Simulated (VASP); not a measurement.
A run of VASP 6.6.1:

The input INCAR:

```
SYSTEM = Si
PREC = Accurate
ENCUT = 500
EDIFF = 1E-6
ISMEAR = 0
SIGMA = 0.01
LREAL = .False.
LASPH = .True.
NELM = 120
ALGO = Normal
ISIF = 2
LWAVE = .False.
LCHARG = .False.
GGA = PE
NBANDS = 11
GGA_COMPAT = .False.
```

The input KPOINTS:

```
Automatic mesh
0
Gamma
  6 6 6
  0 0 0
```

POSCAR

```
Si
1.0
    0.0000000000      2.7512343611      2.7512343611
    2.7512343611      0.0000000000      2.7512343611
    2.7512343611      2.7512343611      0.0000000000
Si
2
Direct
    0.0000000000      0.0000000000      0.0000000000
    0.2500000000      0.2500000000      0.2500000000
```

Potentials or basis: VASP PAW PBE potentials, release 64 (Si).

Launch:

```sh
$ cat potpaw_PBE.64/Si/POTCAR > POTCAR
$ mpirun -np 1 vasp_std > vasp.out
```

Hardware: 1 thread of AMD EPYC 7R13 (shared host).

Task: How long does it take, and how much memory?

Result: Run time: 9.6 s on 1 thread of AMD EPYC 7R13, on a shared host, peak memory 0.11 GiB. Counts: scf iterations 11, k points 16.
